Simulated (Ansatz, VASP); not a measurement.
# GdO in VASP and in Ansatz

```
CELL_PARAMETERS angstrom
3.78940 0.00000 0.00000
-1.89470 3.28171 0.00000
0.00000 0.00000 5.15826
ATOMIC_POSITIONS crystal
Gd 0.00000 0.00000 0.00000
O 0.33333 0.66667 0.00000
```

Alike in both runs: task single point; functional PBE; k mesh 5 × 5 × 3; collinear spin.

|  | VASP | Ansatz |
| --- | --- | --- |
| version | VASP 6.6.1 | Ansatz 0.2 development build |
| potentials or method | VASP PAW PBE potentials, release 64 (Gd, O), cutoff 600 eV | all-electron full-potential LAPW, scalar-relativistic |
| occupations | fermi-dirac, width 0.05 eV | fermi-dirac |

```csv
,VASP,Ansatz,Ansatz less VASP
pressure (GPa),0.5,0.5,0.00
"traceless stress, the component that is largest in VASP (GPa)",-2.96,-2.77,+0.192
net moment per atom (μB),3.46,3.45,-0.005
size of the moment on the site where the two differ most (μB),6.67,6.78,+0.108
```

Site moments also hang on the region over which each program counts them. Ansatz ran all-electron here, and VASP with PAW potentials. Ansatz's warnings: structure snapped to symmetry.

The k mesh is coarse, so the values compare programs but aren't converged. Spin-orbit coupling is off throughout.
